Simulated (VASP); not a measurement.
SnO2:

```
CELL_PARAMETERS angstrom
0.00000 2.57217 2.57217
2.57217 0.00000 2.57217
2.57217 2.57217 0.00000
ATOMIC_POSITIONS crystal
Sn 0.00000 0.00000 0.00000
O 0.75000 0.75000 0.75000
O 0.25000 0.25000 0.25000
```

| Property | Result |
| --- | --- |
| Program | VASP 6.6.1 |
| Task | relaxation of cell and atoms |
| Functional | PBEsol |
| Potentials or basis | VASP PAW PBE potentials, release 64 (Sn_d, O) |
| Cutoff | 600 eV |
| k mesh | 8 × 8 × 8 |
| Occupations | fermi-dirac, width 0.02 eV |
| Spin | no spin polarisation |

At the start: pressure -6.2 GPa; volume 11.35 Å³/atom.

Q: Where does the relaxation end?

A: Over 3 steps the energy falls by 7.3 meV/atom and the volume is 10.98 Å³/atom (-3.2 %); space group Fm-3m (No. 225, to 0.05 Å).

The path:
```tsv
step	energy change (eV)	largest force (eV/Å)	pressure (GPa)	volume (Å³)
1	0.0000	0.0000	-6.21	34.04
2	-0.0005	0.0000	7.01	31.91
3	-0.0219	0.0000	-0.04	32.94
```

Final structure:
```
Sn O
1.0
     0.00000    2.54425    2.54425
     2.54425    0.00000    2.54425
     2.54425    2.54425    0.00000
Sn O
1 2
Cartesian
  0.0000 0.0000 0.0000
  3.8164 3.8164 3.8164
  1.2721 1.2721 1.2721
```

Caveat: the PAW data sets were made with another functional, which shifts forces and pressure a little.
